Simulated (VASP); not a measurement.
Write the native input for VASP 6.6.1 that does the following.

| Property | Result |
| --- | --- |
| Task | relaxation of cell and atoms |
| Functional | PBE |
| Potentials or basis | VASP PAW PBE potentials, release 64 (Hf_pv, C) |
| Cutoff | 600 eV |
| k mesh | 12 × 12 × 12 |
| Occupations | gaussian, width 0.02 eV |
| Spin | no spin polarisation |
| Dipole correction | no |
| Further INCAR settings | ALGO = Normal; EDIFF = 1e-06; IBRION = 2; EDIFFG = -0.01; NSW = 100; ISIF = 3 |

The structure of HfC lies in POSCAR:

```
HfC
1.0
    0.0000000000      2.5216141617      2.5216141617
    2.5216141617      0.0000000000      2.5216141617
    2.5216141617      2.5216141617      0.0000000000
Hf C
1 1
Direct
    0.2500000000      0.2500000000      0.2500000000
    0.0000000000      0.0000000000      0.0000000000
```

The input as run:

INCAR

```
PREC = Accurate
ENCUT = 600
EDIFF = 1E-6
ISMEAR = 0
SIGMA = 0.02
LREAL = F
LASPH = T
NELM = 80
ALGO = Normal
ISIF = 3
LWAVE = F
LCHARG = F
GGA = PE
IBRION = 2
NSW = 100
EDIFFG = -0.01
```

KPOINTS

```
regular mesh
0
Gamma
  12 12 12
```

Potentials or basis: VASP PAW PBE potentials, release 64 (Hf_pv, C).

Command:

```console
$ cat potpaw_PBE.64/Hf_pv/POTCAR potpaw_PBE.64/C/POTCAR > POTCAR
$ mpirun -np 1 vasp_std > vasp.out
```

It gave:

| Property | Result |
| --- | --- |
| Relaxed volume | 16.00 Å³/atom |
| Relaxed cell | a = 3.563 Å, b = 3.563 Å, c = 3.563 Å, α = 60.00°, β = 60.00°, γ = 60.00° |
| Space group after relaxing (to 0.05 Å) | F-43m (No. 216) |
| Energy gained by relaxing | 0.0 meV/atom |
| Ionic steps | 3 |
| Pressure after relaxing | 0.0 GPa |
| Band gap on the k mesh | 0.29 eV, direct |

Caveat: spin-orbit coupling is left out, which moves the levels of the heavy elements.

Wall time 30 s on 1 thread of Intel(R) Xeon(R) 6975P-C (Granite Rapids), on a shared host, peak memory 0.19 GiB.
